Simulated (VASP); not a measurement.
# Te (P3_121) in VASP: further runs

The runs below take Te through single point, with LDA.

Program: VASP 6.6.1. These are calculated values, not measurements. Logs are shortened: lines on timing, memory, paths and dates and some standing lists are left out, and cuts for length are marked.

## 1. The cell of the first run

Symmetry: P3_121, No. 152, trigonal system. The conventional cell has a = 4.398 Å, b = 4.398 Å, c = 5.845 Å, α = 90.00°, β = 90.00°, γ = 120.00°. Te (site symmetry 2) has 6 Te at 2.75 to 3.48 Å within 3.6 Å.

## 2. Single point, LDA (volume scaled by 0.96)

INCAR reads:

```
ALGO = Normal ; EDIFF = 1E-6
ENCUT = 520 ; ISIF = 2
ISMEAR = -1 ; LASPH = True
LCHARG = False ; LREAL = False
LWAVE = False ; NBANDS = 16
NELM = 100 ; PREC = Accurate
SIGMA = 0.08
```

KPOINTS reads:

```
k-points
0
Gamma
  9 9 6
```

POSCAR reads:

```
Te
1.0
    4.3977488370      0.0000000000      0.0000000000
   -2.1988744185      3.8085622123      0.0000000000
    0.0000000000      0.0000000000      5.8449226162
Te
3
Direct
    0.7450000000      0.0000000000      0.3333333333
    0.0000000000      0.7450000000      0.6666666667
    0.2550000000      0.2550000000      0.0000000000
```

Potentials or basis: VASP PAW LDA potentials, release 64 (Te).

Started as:

```console
> cat potpaw_LDA.64/Te/POTCAR > POTCAR
> mpirun -np 1 vasp_std > vasp.out
```

OUTCAR:

```text
EDIFF = 1E-6
   ENCUT = 520
   ISIF = 2
   ISMEAR = -1
   LASPH = True
   LREAL = False
   NELM = 100
   PREC = Accurate

 ion  position               nearest neighbor table
   1  0.745  0.000  0.333-   3 2.75   2 2.75   3 3.48   3 3.48   2 3.48   2 3.48
   2  0.000  0.745  0.667-   3 2.75   1 2.75   3 3.48   3 3.48   1 3.48   1 3.48
   3  0.255  0.255  0.000-   2 2.75   1 2.75   1 3.48   2 3.48   2 3.48   1 3.48

  LATTYP: Found a hexagonal cell.
 ALAT       =     4.3977488370
 C/A-ratio  =     1.3290714938

  Lattice vectors:

 A1 = (   4.3977488370,   0.0000000000,   0.0000000000)
 A2 = (  -2.1988744185,   3.8085622123,   0.0000000000)
 A3 = (   0.0000000000,   0.0000000000,   5.8449226162)

Analysis of symmetry for initial positions (statically):
=====================================================================
 Subroutine PRICEL returns:
 Original cell was already a primitive cell.

 Routine SETGRP: Setting up the symmetry group for a
 hexagonal supercell.

 Subroutine GETGRP returns: Found  6 space group operations
 (whereof  2 operations were pure point group operations)
 out of a pool of 24 trial point group operations.

The static configuration has the point symmetry C_2 .
 The point group associated with its full space group is D_3 .

Analysis of symmetry for dynamics (positions and initial velocities):
=====================================================================
 Subroutine PRICEL returns:
 Original cell was already a primitive cell.

 Routine SETGRP: Setting up the symmetry group for a
 hexagonal supercell.

 Subroutine GETGRP returns: Found  6 space group operations
 (whereof  2 operations were pure point group operations)
 out of a pool of 24 trial point group operations.

The dynamic configuration has the point symmetry C_2 .
 The point group associated with its full space group is D_3 .

 Subroutine INISYM returns: Found  6 space group operations
 (whereof  2 operations are pure point group operations),
 and found     1 'primitive' translations

----------------------------------------------------------------------------------------

                                     Primitive cell

  volume of cell :      97.8972

  direct lattice vectors                    reciprocal lattice vectors
     4.397748837  0.000000000  0.000000000     0.227389066  0.131283138  0.000000000
    -2.198874418  3.808562212  0.000000000     0.000000000  0.262566277  0.000000000
     0.000000000  0.000000000  5.844922616     0.000000000  0.000000000  0.171088664

  length of vectors
     4.397748837  4.397748837  5.844922616     0.262566277  0.262566277  0.171088664

  position of ions in fractional coordinates (direct lattice)
     0.745000000  0.000000000  0.333333333
     0.000000000  0.745000000  0.666666667
     0.255000000  0.255000000  0.000000000

  ion indices of the primitive-cell ions
   primitive index   ion index
                 1           1
                 2           2
                 3           3

----------------------------------------------------------------------------------------

 KPOINTS: k-points

Automatic generation of k-mesh.
 Grid dimensions read from file:
 generate k-points for:    9    9    6

 Generating k-lattice:

  Cartesian coordinates                     Fractional coordinates (reciprocal lattice)
     0.025265452  0.014587015  0.000000000     0.111111111  0.000000000  0.000000000
     0.000000000  0.029174031  0.000000000     0.000000000  0.111111111  0.000000000
     0.000000000  0.000000000  0.028514777     0.000000000  0.000000000  0.166666667

  Length of vectors
     0.029174031  0.029174031  0.028514777

  Shift w.r.t. Gamma in fractional coordinates (k-lattice)
     0.000000000  0.000000000  0.000000000

 Subroutine IBZKPT returns following result:
 ===========================================

 Found     62 irreducible k-points:

 Following reciprocal coordinates:
            Coordinates               Weight
  0.000000  0.000000  0.000000      1.000000
  0.111111  0.000000  0.000000      6.000000
  0.222222  0.000000  0.000000      6.000000
  0.333333 -0.000000  0.000000      6.000000
  0.444444  0.000000  0.000000      6.000000
  0.111111  0.111111  0.000000      6.000000
[... 16 lines left out ...]
  0.222222  0.111111  0.166667     12.000000
 -0.111111  0.333333  0.166667     12.000000
 [... further k-points ...]
   k-points           NKPTS =     62   k-points in BZ     NKDIM =     62   number of bands    NBANDS=     16
   number of dos      NEDOS =    301   number of ions     NIONS =      3
   total plane-waves  NPLWV =  62208
   dimension x,y,z NGX =    36 NGY =   36 NGZ =   48
   dimension x,y,z NGXF=    72 NGYF=   72 NGZF=   96
   ions per type =               3
   NGX,Y,Z   is equivalent  to a cutoff of  13.61, 13.61, 13.65 a.u.
   NGXF,Y,Z  is equivalent  to a cutoff of  27.22, 27.22, 27.31 a.u.
 SYSTEM =  unknown system
   PREC   = accura    normal or accurate (medium, high low for compatibility)
   ISTART =      0    job   : 0-new  1-cont  2-samecut
   ICHARG =      2    charge: 1-file 2-atom 10-const
   ISPIN  =      1    spin polarized calculation?
   LNONCOLLINEAR =      F non collinear calculations
   LSORBIT =      F    spin-orbit coupling
   LASPH  =      T    aspherical Exc in radial PAW
   ENCUT  =  520.0 eV  38.22 Ry    6.18 a.u.   8.18  8.18 10.87*2*pi/ulx,y,z
   NELM   =    100;   NELMIN=  2; NELMDL= -5     # of ELM steps
   EDIFF  = 0.1E-05   stopping-criterion for ELM
   LREAL  =      F    real-space projection
   EDIFFG = 0.1E-04   stopping-criterion for IOM
   NSW    =      0    number of steps for IOM
   IBRION =     -1    ionic relax: 0-MD 1-quasi-New 2-CG
   NFREE  =      0    steps in history (QN), initial steepest desc. (CG)
   ISIF   =      2    stress and relaxation
   ISYM   =      2    0-nonsym 1-usesym 2-fastsym
   POTIM  = 0.5000    time-step for ionic-motion
   TEBEG  =    0.0;   TEEND  =   0.0 temperature during run
   PSTRESS=    0.0 pullay stress
   NELECT =      18.0000    total number of electrons
   NUPDOWN=      -1.0000    fix difference up-down
   EMIN   =  10.00;   EMAX   =-10.00  energy-range for DOS
   EFERMI =   0.00;   METHOD = LEGACY
   ISMEAR =    -1;   SIGMA  =   0.08  broadening in eV -4-tet -1-fermi 0-gaus
   EFERMI_NEDOS =   21; number of points for ismear=-14 and -15
   IALGO  =     38    algorithm
   IMIX   =      4    mixing-type and parameters
     AMIX     =   0.40;   BMIX     =  1.00
     AMIX_MAG =   1.60;   BMIX_MAG =  1.00
  volume/ion in A,a.u.               =      32.63       220.21
  Fermi-wavevector in a.u.,A,eV,Ry     =   0.930913  1.759170 11.790786  0.866598
  Thomas-Fermi vector in A             =   2.057351
   LORBIT       =      0    0 simple, 1 ext, 2 COOP (PROOUT), +10 PAW based schemes
   GGA     = CA    functional components
   LHFCALC =     F    Hartree Fock is set to
   AEXX    =    0.0000 exact exchange contribution
   IVDW    =     0    specifies the selected vdW correction
   LEPSILON=     F    determine dielectric tensor
   LRPA    =     F    only Hartree local field effects (RPA)
 non-spin polarized calculation
  energy-cutoff  :      520.00
  volume of cell :       97.90
 maximum number of plane-waves:      2655
 NGX is ok and might be reduce to    36
   NGX = 17   NGY = 17   NGZ = 21

 number of electron      18.0000000 magnetization

 Free energy of the ion-electron system (eV)
  ---------------------------------------------------
  ext. energy  EPLUGINS =         0.00000000
  ---------------------------------------------------
  free energy    TOTEN  =       -11.27018532 eV

  energy without entropy =      -11.26796498  energy(sigma->0) =      -11.26907515

 E-fermi :   6.4203     XC(G=0):  -9.4466

 val. band max:        6.3780530478   @ k =   0.3333   0.3333   0.5000
 cond. band min:       6.8623561569   @ k =   0.0000   0.0000   0.5000
 fundamental gap:      0.4843031091
 Fermi energy:         6.4203139411

 k-point     1 :       0.0000    0.0000    0.0000
  band No.  band energies     occupation
      1      -7.8122      2.00000
      2      -4.2221      2.00000
      3      -4.2221      2.00000
      4       3.0026      2.00000
      5       3.3518      2.00000
      6       3.3518      2.00000
[... 8 lines left out ...]
     15      12.0409      0.00000
     16      12.6233      0.00000

 k-point     2 :       0.1111    0.0000    0.0000
  band No.  band energies     occupation
      1      -7.7300      2.00000
      2      -4.2428      2.00000
      3      -4.1909      2.00000
      4       2.3646      2.00000
      5       2.9328      2.00000
      6       3.2151      2.00000
[... 8 lines left out ...]
     15      12.2525      0.00000
     16      12.5207      0.00000

 k-point     3 :       0.2222    0.0000    0.0000
  band No.  band energies     occupation
      1      -7.4972      2.00000
      2      -4.3420      2.00000
      3      -4.1072      2.00000
      4       1.5428      2.00000
      5       2.3426      2.00000
      6       2.8707      2.00000
[... 8 lines left out ...]
     15      12.4915      0.00000
     16      13.0607      0.00000

 k-point     4 :       0.3333   -0.0000    0.0000
  band No.  band energies     occupation
      1      -7.1673      2.00000
      2      -4.5686      2.00000
      3      -4.0034      2.00000
      4       1.1115      2.00000
      5       1.8710      2.00000
      6       2.5802      2.00000
[... 8 lines left out ...]
     15      13.2557      0.00000
     16      13.9625      0.00000

 k-point     5 :       0.4444    0.0000    0.0000
  band No.  band energies     occupation
      1      -6.8820      2.00000
      2      -4.8192      2.00000
      3      -3.9300      2.00000
      4       1.0369      2.00000
      5       1.6347      2.00000
      6       2.5227      2.00000
[... 8 lines left out ...]
     15      14.5096      0.00000
     16      14.8437      0.00000

 k-point     6 :       0.1111    0.1111    0.0000
  band No.  band energies     occupation
      1      -7.5722      2.00000
      2      -4.2893      2.00000
      3      -4.1480      2.00000
      4       1.8050      2.00000
      5       2.2470      2.00000
      6       3.2568      2.00000
[... 8 lines left out ...]
     15      12.5423      0.00000
     16      12.8278      0.00000

 k-point     7 :       0.2222    0.1111    0.0000
  band No.  band energies     occupation
      1      -7.2874      2.00000
      2      -4.4295      2.00000
      3      -4.0887      2.00000
      4       1.2933      2.00000
      5       1.7677      2.00000
      6       2.9794      2.00000
[... 8 lines left out ...]
     15      13.1497      0.00000
     16      13.5260      0.00000

 k-point     8 :       0.3333    0.1111    0.0000
  band No.  band energies     occupation
      1      -6.9644      2.00000
      2      -4.6711      2.00000
      3      -4.0317      2.00000
      4       1.1004      2.00000
      5       1.5777      2.00000
      6       2.6592      2.00000
[... 8 lines left out ...]
     15      14.1192      0.00000
     16      14.4255      0.00000

 k-point     9 :       0.4444    0.1111    0.0000
  band No.  band energies     occupation
      1      -6.8024      2.00000
      2      -4.8143      2.00000
      3      -4.0078      2.00000
      4       1.1011      2.00000
      5       1.5525      2.00000
      6       2.7088      2.00000
[... 8 lines left out ...]
     15      14.1093      0.00000
     16      15.0440      0.00000
[... 172 lines left out ...]
 k-point    19 :       0.0000    0.3333    0.1667
  band No.  band energies     occupation
      1      -7.0772      2.00000
      2      -4.9745      2.00000
      3      -3.7383      2.00000
      4       1.4142      2.00000
      5       1.9660      2.00000
      6       2.8861      2.00000
[... 8 lines left out ...]
     15      12.6347      0.00000
     16      13.2684      0.00000

 k-point    20 :       0.4444    0.0000    0.1667
  band No.  band energies     occupation
      1      -6.7874      2.00000
      2      -5.1201      2.00000
      3      -3.7168      2.00000
      4       0.9250      2.00000
      5       1.3021      2.00000
      6       2.5218      2.00000
[... 8 lines left out ...]
     15      14.1679      0.00000
     16      14.6731      0.00000

 k-point    21 :       0.0000    0.4444    0.1667
  band No.  band energies     occupation
      1      -6.7989      2.00000
      2      -5.0271      2.00000
      3      -3.8620      2.00000
      4       1.2799      2.00000
      5       1.3417      2.00000
      6       2.6098      2.00000
[... 8 lines left out ...]
     15      13.8224      0.00000
     16      14.4701      0.00000

 k-point    22 :       0.1111    0.1111    0.1667
  band No.  band energies     occupation
      1      -7.4678      2.00000
      2      -5.1381      2.00000
      3      -3.3111      2.00000
      4       1.8760      2.00000
      5       2.2241      2.00000
      6       3.2490      2.00000
[... 8 lines left out ...]
     15      12.3651      0.00000
     16      12.6076      0.00000

 k-point    23 :       0.2222    0.1111    0.1667
  band No.  band energies     occupation
      1      -7.1851      2.00000
      2      -5.0823      2.00000
      3      -3.4769      2.00000
      4       1.2373      2.00000
      5       1.6992      2.00000
      6       2.8692      2.00000
[... 8 lines left out ...]
     15      13.1028      0.00000
     16      13.8195      0.00000

 k-point    24 :      -0.1111    0.3333    0.1667
  band No.  band energies     occupation
      1      -7.1907      2.00000
      2      -5.0220      2.00000
      3      -3.5906      2.00000
      4       1.4436      2.00000
      5       1.9142      2.00000
      6       3.0398      2.00000
[... 8 lines left out ...]
     15      12.7427      0.00000
     16      13.1905      0.00000

 [... further k-points ...]
[... 5 lines left out ...]
  --------------------------------------------------------------------------------------
  -------------------------------------------------------------------------------------
  Total        0.8926453      0.8926453      2.1069227     -0.0000000      0.0000000      0.0000000
  in kB       14.6089583     14.6089583     34.4817218     -0.0000000      0.0000000      0.0000000
  external PRESSURE =      21.2332128 kB  Pullay stress =       0.0000000 kB

 VOLUME and BASIS-vectors are now :
 -----------------------------------------------------------------------------
  energy-cutoff  :      520.00
  volume of cell :       97.90
      direct lattice vectors                 reciprocal lattice vectors
     4.397748837  0.000000000  0.000000000     0.227389066  0.131283138  0.000000000
    -2.198874418  3.808562212  0.000000000     0.000000000  0.262566277  0.000000000
     0.000000000  0.000000000  5.844922616     0.000000000  0.000000000  0.171088664

 POSITION                                       TOTAL-FORCE (eV/Angst)
 -----------------------------------------------------------------------------------
      3.27632      0.00000      1.94831        -0.824298     -0.000000     -0.000000
     -1.63816      2.83738      3.89662         0.412149     -0.713863     -0.000000
      0.56071      0.97118      0.00000         0.412149      0.713863      0.000000
 -----------------------------------------------------------------------------------
    total drift:                               -0.000000      0.000000     -0.000000

  FREE ENERGIE OF THE ION-ELECTRON SYSTEM (eV)
  ---------------------------------------------------
  free  energy   TOTEN  =       -11.2701853221 eV

  energy  without entropy=      -11.2679649826  energy(sigma->0) =      -11.26907515
```

Wall time 68 s (1 thread of Intel Xeon Platinum 8259CL at 2.50GHz (Skylake/Cascade Lake), shared host); peak memory 0.23 GiB.

Results:

* Free energy: -11.2702 eV
* Pressure: 2.1 GPa
* Largest force: 0.824 eV/Å

Forces in eV/Å, atoms in the order of the input:
```
Te  -0.824  0.000  0.000
Te   0.412 -0.714  0.000
Te   0.412  0.714  0.000
```

Stress tensor (GPa, compression positive):
```
1.46 0.00 0.00
0.00 1.46 0.00
0.00 0.00 3.45
```

Caveat: spin-orbit coupling is left out, which moves the levels of the heavy elements.

## 3. Single point, LDA (volume scaled by 0.99)

INCAR reads:

```
  ALGO = Normal
  EDIFF = 1E-6
  ENCUT = 520
  GGA = CA
  ISIF = 2
  ISMEAR = -1
  LASPH = True
  LCHARG = False
  LREAL = False
  LWAVE = False
  NBANDS = 16
  NELM = 80
  PREC = Accurate
  SIGMA = 0.08
```

KPOINTS is that of step 2.

POSCAR reads:

```
Te
1.0
    4.4430896501      0.0000000000      0.0000000000
   -2.2215448251      3.8478285083      0.0000000000
    0.0000000000      0.0000000000      5.9051837985
Te
3
Direct
    0.7450000000      0.0000000000      0.3333333333
    0.0000000000      0.7450000000      0.6666666667
    0.2550000000      0.2550000000      0.0000000000
```

Potentials or basis: VASP PAW LDA potentials, release 64 (Te).

Started as:

```console
> cat potpaw_LDA.64/Te/POTCAR > POTCAR
> mpirun -np 1 vasp_std > vasp.out
```

Wall time 64 s (1 thread of Intel Xeon Platinum 8259CL at 2.50GHz (Skylake/Cascade Lake), shared host); peak memory 0.23 GiB.

It converged, with:

```yaml
Free_energy: -11.2935 eV
Pressure: 0.4 GPa
Largest_force: 0.594 eV/Å
```

Forces on the atoms (eV/Å):
```
Te  -0.594  0.000  0.000
Te   0.297 -0.514  0.000
Te   0.297  0.514  0.000
```

Stress tensor (GPa, compression positive):
```
0.03 0.00 0.00
0.00 0.03 0.00
0.00 0.00 1.03
```

Levels at points of the mesh, in eV from the Fermi level:
| k point | band 5 | band 6 | band 7 | band 8 | band 9 | band 10 | band 11 | band 12 | band 13 | band 14 |
| --- | --- | --- | --- | --- | --- | --- | --- | --- | --- | --- |
| (0.00, 0.00, 0.00) | -3.01 | -3.01 | -1.79 | -1.79 | -0.74 | 0.94 | 0.94 | 1.62 | 4.69 | 4.69 |
| (0.00, 0.00, 0.50) | -2.82 | -2.82 | -1.49 | -1.23 | -1.23 | 0.47 | 0.59 | 0.59 | 3.84 | 5.22 |

Caveat: spin-orbit coupling is left out, which moves the levels of the heavy elements.

## 4. Single point, LDA (volume scaled by 1.02)

INCAR reads:

```
SYSTEM = Te
PREC = Accurate
ENCUT = 520
EDIFF = 1E-6
ISMEAR = -1
SIGMA = 0.08
LREAL = .FALSE.
LASPH = .TRUE.
NELM = 80
ALGO = Normal
ISIF = 2
LWAVE = .FALSE.
LCHARG = .FALSE.
GGA = CA
NBANDS = 16
```

KPOINTS reads:

```
Automatic mesh
0
G
  9 9 6
  0 0 0
```

POSCAR reads:

```
Te
1.0
    4.4875234943      0.0000000000      0.0000000000
   -2.2437617472      3.8863093462      0.0000000000
    0.0000000000      0.0000000000      5.9642395541
Te
3
Direct
    0.7450000000      0.0000000000      0.3333333333
    0.0000000000      0.7450000000      0.6666666667
    0.2550000000      0.2550000000      0.0000000000
```

Started as:

```console
> cat potpaw_LDA.64/Te/POTCAR > POTCAR
> mpirun -np 1 vasp_std > vasp.out
```

It took 68 s on 1 thread of Intel Xeon Platinum 8259CL at 2.50GHz (Skylake/Cascade Lake), shared host; peak memory 0.24 GiB.

Results (log left out):

```
Free energy   : -11.2858 eV
Pressure      : -1.1 GPa
Largest force : 0.385 eV/Å
```

Forces on the atoms (eV/Å):
```
Te  -0.385  0.000  0.000
Te   0.193 -0.333  0.000
Te   0.193  0.333  0.000
```

Stress tensor (GPa, compression positive):
```
-1.19  0.00  0.00
 0.00 -1.19  0.00
 0.00  0.00 -1.01
```

Levels at points of the mesh, in eV from the Fermi level:
```csv
k point,band 7,band 8,band 9,band 10,band 11,band 12
"(0.00, 0.00, 0.00)",-1.70,-1.70,-0.69,0.92,0.92,1.61
"(0.00, 0.00, 0.50)",-1.41,-1.17,-1.17,0.50,0.60,0.60
```

Caveat: spin-orbit coupling is left out, which moves the levels of the heavy elements.

## 5. Overview

| cell | pressure (GPa) | largest force (eV/Å) |
| --- | --- | --- |
| a = 4.398, b = 4.398, c = 5.845 Å, angles 90.0, 90.0, 120.0°, 3 atoms | 2.1 | 0.82 |
| a = 4.443, b = 4.443, c = 5.905 Å, angles 90.0, 90.0, 120.0°, 3 atoms | 0.4 | 0.59 |
| a = 4.488, b = 4.488, c = 5.964 Å, angles 90.0, 90.0, 120.0°, 3 atoms | -1.1 | 0.39 |

Alike in all rows: task single point; level LDA; potentials or basis VASP PAW LDA potentials, release 64 (Te); no spin polarisation; k mesh 9 × 9 × 6; cutoff (eV) 520; smearing fermi-dirac 0.08 eV.

Caveats: spin-orbit coupling is left out, which moves the levels of the heavy elements.

Absolute energies hang on the potentials; compare differences alone.
